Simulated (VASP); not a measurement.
# C (Pm-3m) in VASP: further runs, part 2 of 2

VASP 6.6.1. Earlier steps stand in the parts before.

**3. Single point, PBE**

This run uses another cell than the first one, of 5.83 Å³/atom.

INCAR reads:

```
SYSTEM = C
ALGO = Normal
EDIFF = 1E-6
ENCUT = 520
GGA = PE
ISIF = 2
ISMEAR = -1
LASPH = .TRUE.
LCHARG = .TRUE.
LELF = .TRUE.
LREAL = .FALSE.
LVHAR = .TRUE.
LWAVE = .FALSE.
NBANDS = 8
NELM = 100
PREC = Accurate
SIGMA = 0.06122561905347299
```

KPOINTS reads:

```
k-points
0
G
  31 31 31
  0 0 0
```

POSCAR reads:

```
C
1.0
    1.7999441135      0.0000000000      0.0000000000
    0.0000000000      1.7999441135      0.0000000000
    0.0000000000      0.0000000000      1.7999441135
C
1
Direct
    0.0000000000      0.0000000000      0.0000000000
```

Potentials or basis: VASP PAW PBE potentials, release 64 (C).

Run with:

```bash
$ cat potpaw_PBE.64/C/POTCAR > POTCAR
$ mpirun -np 1 vasp_std > vasp.out
```

It took 25 s on 1 thread of Intel Xeon 8259CL, shared host; peak memory 0.13 GiB.

The run converged. Its results:

```yaml
Free_energy: -6.4629 eV
Pressure: -12.5 GPa
Band_gap_on_the_k_mesh: zero (bands 2 and 3 overlap by 11.83 eV)
```

Levels at points of the mesh, in eV from the Fermi level:
```
           k point  band 1  band 2  band 3  band 4  band 5
(0.00, 0.00, 0.00)  -21.39    9.05    9.05    9.05   25.13
```

Caveat: the cell stands under tension.

**4. Single point, PBE**

This run uses another cell than the first one, of 5.83 Å³/atom.

INCAR reads:

```
  ALGO = Normal
  EDIFF = 1E-6
  ENCUT = 520
  GGA = PE
  ISIF = 2
  ISMEAR = -1
  LASPH = T
  LCHARG = F
  LREAL = F
  LWAVE = F
  NBANDS = 8
  NELM = 100
  PREC = Accurate
  SIGMA = 0.06122561905347299
```

KPOINTS reads:

```
k-points
0
Gamma
  31 31 31
```

POSCAR is that of step 3.

Potentials or basis: VASP PAW PBE potentials, release 64 (C).

Run with:

```bash
$ cat potpaw_PBE.64/C/POTCAR > POTCAR
$ mpirun -np 1 vasp_std > vasp.out
```

OUTCAR:

```text
EDIFF = 1E-6
   ENCUT = 520
   GGA = PE
   ISIF = 2
   ISMEAR = -1
   LASPH = T
   LREAL = F
   NELM = 100
   PREC = Accurate

 ion  position               nearest neighbor table
   1  0.000  0.000  0.000-

  LATTYP: Found a simple cubic cell.
 ALAT       =     1.7999441135

  Lattice vectors:

 A1 = (   1.7999441135,   0.0000000000,   0.0000000000)
 A2 = (   0.0000000000,   1.7999441135,   0.0000000000)
 A3 = (   0.0000000000,   0.0000000000,   1.7999441135)

Analysis of symmetry for initial positions (statically):
=====================================================================
 Subroutine PRICEL returns:
 Original cell was already a primitive cell.

 Routine SETGRP: Setting up the symmetry group for a
 simple cubic supercell.

 Subroutine GETGRP returns: Found 48 space group operations
 (whereof 48 operations were pure point group operations)
 out of a pool of 48 trial point group operations.

The static configuration has the point symmetry O_h .

Analysis of symmetry for dynamics (positions and initial velocities):
[... 160 lines left out ...]
 cond. band min:      10.1215150224   @ k =   0.2903   0.2581   0.2581
 fundamental gap:      0.0197823451
 Fermi energy:        10.1017728224

 k-point     1 :       0.0000    0.0000    0.0000
  band No.  band energies     occupation
      1     -11.2872      2.00000
      2      19.1489      0.00000
      3      19.1489      0.00000
      4      19.1489      0.00000
      5      35.2345      0.00000
      6      35.2345      0.00000
      7      40.1709      0.00000
      8      64.6175      0.00000
[... 243 lines left out ...]
 k-point    24 :       0.2581    0.0323    0.0000
  band No.  band energies     occupation
      1      -8.7169      2.00000
      2       8.9282      2.00000
      3      20.3911      0.00000
      4      20.6504      0.00000
      5      38.2218      0.00000
      6      39.4072      0.00000
      7      46.4304      0.00000
      8      54.7106      0.00000

 [... further k-points ...]

------------------------ aborting loop because EDIFF is reached ----------------------------------------

  FORCE on cell =-STRESS in cart. coord.  units (eV):
  Direction    XX          YY          ZZ          XY          YZ          ZX
  --------------------------------------------------------------------------------------
  -------------------------------------------------------------------------------------
  Total       -0.4542756     -0.4542756     -0.4542756     -0.0000000      0.0000000      0.0000000
  in kB     -124.8110127   -124.8110127   -124.8110127     -0.0000000      0.0000000      0.0000000
  external PRESSURE =    -124.8110127 kB  Pullay stress =       0.0000000 kB

 VOLUME and BASIS-vectors are now :
 -----------------------------------------------------------------------------
  energy-cutoff  :      520.00
  volume of cell :        5.83
      direct lattice vectors                 reciprocal lattice vectors
     1.799944114  0.000000000  0.000000000     0.555572805  0.000000000  0.000000000
     0.000000000  1.799944114  0.000000000     0.000000000  0.555572805  0.000000000
     0.000000000  0.000000000  1.799944114     0.000000000  0.000000000  0.555572805

 POSITION                                       TOTAL-FORCE (eV/Angst)
 -----------------------------------------------------------------------------------
      0.00000      0.00000      0.00000         0.000000      0.000000      0.000000
 -----------------------------------------------------------------------------------
    total drift:                               -0.000000     -0.000000     -0.000000

  FREE ENERGIE OF THE ION-ELECTRON SYSTEM (eV)
  ---------------------------------------------------
  free  energy   TOTEN  =        -6.4628916119 eV

  energy  without entropy=       -6.4599888051  energy(sigma->0) =       -6.46144021
```

Run time: 23 s. Hardware: 1 thread of Intel Xeon 8259CL, shared host; peak memory 0.13 GiB.

What came out:

```yaml
Free_energy: -6.4629 eV
Pressure: -12.5 GPa
Band_gap_on_the_k_mesh: zero (bands 2 and 3 overlap by 11.83 eV)
```

Caveat: the cell stands under tension.

**5. Single point, PBE**

This run uses another cell than the first one, of 5.94 Å³/atom.

INCAR reads:

```
SYSTEM = C
  ALGO = Normal
  EDIFF = 1E-6
  ENCUT = 520
  GGA = PE
  ISIF = 2
  ISMEAR = -1
  LASPH = .True.
  LCHARG = .True.
  LELF = .True.
  LREAL = .False.
  LVHAR = .True.
  LWAVE = .False.
  NBANDS = 8
  NELM = 80
  PREC = Accurate
  SIGMA = 0.06122561905347299
```

KPOINTS reads:

```
k-points
0
Gamma
  31 31 31
  0 0 0
```

POSCAR reads:

```
C
1.0
    1.8114090348      0.0000000000      0.0000000000
    0.0000000000      1.8114090348      0.0000000000
    0.0000000000      0.0000000000      1.8114090348
C
1
Direct
    0.0000000000      0.0000000000      0.0000000000
```

Run with:

```bash
$ cat potpaw_PBE.64/C/POTCAR > POTCAR
$ mpirun -np 1 vasp_std > vasp.out
```

Run time: 24 s. Hardware: 1 thread of Intel Xeon 8259CL, shared host; peak memory 0.13 GiB.

It converged, with:

* Free energy: -6.4525 eV
* Pressure: -17.5 GPa
* Band gap on the k mesh: zero (bands 2 and 3 overlap by 11.77 eV)

Levels at points of the mesh, in eV from the Fermi level:
```csv
k point,band 1,band 2,band 3,band 4,band 5,band 6
"(0.00, 0.00, 0.00)",-21.09,8.92,8.92,8.92,24.97,24.97
```

Caveat: the cell stands under tension.

**6. Single point, PBE**

This run uses another cell than the first one, of 5.94 Å³/atom.

INCAR reads:

```
PREC = Accurate
ENCUT = 520
EDIFF = 1E-7
ISMEAR = -1
SIGMA = 0.06122561905347299
LREAL = F
LASPH = T
NELM = 100
ALGO = Normal
ISIF = 2
LWAVE = F
LCHARG = F
GGA = PE
NBANDS = 8
```

KPOINTS reads:

```
Automatic mesh
0
Gamma
  31 31 31
```

POSCAR is that of step 5.

Potentials or basis: VASP PAW PBE potentials, release 64 (C).

Run with:

```bash
$ cat potpaw_PBE.64/C/POTCAR > POTCAR
$ mpirun -np 1 vasp_std > vasp.out
```

OUTCAR:

```text
PREC = Accurate
   ENCUT = 520
   EDIFF = 1E-7
   ISMEAR = -1
   LREAL = F
   LASPH = T
   NELM = 100
   ISIF = 2
   GGA = PE

 ion  position               nearest neighbor table
   1  0.000  0.000  0.000-

  LATTYP: Found a simple cubic cell.
 ALAT       =     1.8114090348

  Lattice vectors:

 A1 = (   1.8114090348,   0.0000000000,   0.0000000000)
 A2 = (   0.0000000000,   1.8114090348,   0.0000000000)
 A3 = (   0.0000000000,   0.0000000000,   1.8114090348)

[... 440 lines left out ...]
      7      45.6940      0.00000
      8      53.9621      0.00000

 [... further k-points ...]

------------------------ aborting loop because EDIFF is reached ----------------------------------------

  FORCE on cell =-STRESS in cart. coord.  units (eV):
  Direction    XX          YY          ZZ          XY          YZ          ZX
  --------------------------------------------------------------------------------------
  -------------------------------------------------------------------------------------
  Total       -0.6488121     -0.6488121     -0.6488121      0.0000000      0.0000000     -0.0000000
  in kB     -174.8960171   -174.8960171   -174.8960171      0.0000000      0.0000000     -0.0000000
  external PRESSURE =    -174.8960171 kB  Pullay stress =       0.0000000 kB

 VOLUME and BASIS-vectors are now :
 -----------------------------------------------------------------------------
  energy-cutoff  :      520.00
  volume of cell :        5.94
      direct lattice vectors                 reciprocal lattice vectors
     1.811409035  0.000000000  0.000000000     0.552056427  0.000000000  0.000000000
     0.000000000  1.811409035  0.000000000     0.000000000  0.552056427  0.000000000
     0.000000000  0.000000000  1.811409035     0.000000000  0.000000000  0.552056427

 POSITION                                       TOTAL-FORCE (eV/Angst)
 -----------------------------------------------------------------------------------
      0.00000      0.00000      0.00000         0.000000      0.000000      0.000000
 -----------------------------------------------------------------------------------
    total drift:                               -0.000000     -0.000000     -0.000000

  FREE ENERGIE OF THE ION-ELECTRON SYSTEM (eV)
  ---------------------------------------------------
  free  energy   TOTEN  =        -6.4524733087 eV

  energy  without entropy=       -6.4495532291  energy(sigma->0) =       -6.45101327
```

OSZICAR:

```text
N       E                     dE             d eps       ncg     rms          rms(c)
DAV:   1    -0.477640746905E+01   -0.47764E+01   -0.25767E+03 14616   0.497E+02
DAV:   2    -0.644895831746E+01   -0.16726E+01   -0.15744E+01 16928   0.295E+01
DAV:   3    -0.645322771614E+01   -0.42694E-02   -0.42691E-02 15384   0.160E+00
DAV:   4    -0.645322850802E+01   -0.79188E-06   -0.79113E-06 19624   0.204E-02
DAV:   5    -0.645322850724E+01    0.78074E-09   -0.13018E-09 15536   0.135E-04    0.173E+00
DAV:   6    -0.644989268007E+01    0.33358E-02   -0.72138E-03 14200   0.557E-01    0.107E+00
DAV:   7    -0.645236769166E+01   -0.24750E-02   -0.11401E-02 14480   0.763E-01    0.108E-01
DAV:   8    -0.645247357280E+01   -0.10588E-03   -0.21283E-04 14032   0.108E-01    0.204E-02
DAV:   9    -0.645247275040E+01    0.82240E-06   -0.16203E-05 17056   0.271E-02    0.767E-03
DAV:  10    -0.645247333453E+01   -0.58413E-06   -0.52599E-07 15088   0.576E-03    0.897E-04
DAV:  11    -0.645247330870E+01    0.25831E-07   -0.21660E-08 14056   0.123E-03
   1 F= -.64524733E+01 E0= -.64510133E+01  d E =-.292008E-02
```

stdout:

```text
POSCAR found type information on POSCAR C
 POSCAR found :  1 types and       1 ions
 scaLAPACK will be used
 LDA part: xc-table for (Slater+PW92), standard interpolation
 POSCAR, INCAR and KPOINTS ok, starting setup
 FFT: planning ... GRIDC
 FFT: planning ... GRID_SOFT
 FFT: planning ... GRID
 WAVECAR not read
 entering main loop
```

It took 27 s on 1 thread of Intel Xeon 8259CL, shared host; peak memory 0.13 GiB.

Results:

| Property | Result |
| --- | --- |
| Free energy | -6.4525 eV |
| Pressure | -17.5 GPa |
| Band gap on the k mesh | zero (bands 2 and 3 overlap by 11.77 eV) |

Caveat: the cell stands under tension.

**7. Overview**

```tsv
cell	gap on the mesh (eV)	pressure (GPa)
a = 1.788 Å, 1 atom	none	-6.9
a = 1.800 Å, 1 atom	none	-12.5
a = 1.811 Å, 1 atom	none	-17.5
```

Alike in all rows: task single point; level PBE; potentials or basis VASP PAW PBE potentials, release 64 (C); no spin polarisation; k mesh 31 × 31 × 31; cutoff (eV) 520; smearing fermi-dirac 0.0612256 eV.

Caveats: the cell stands under tension.

Total energies depend on the potentials used, so only differences within one code and one set of settings carry meaning.
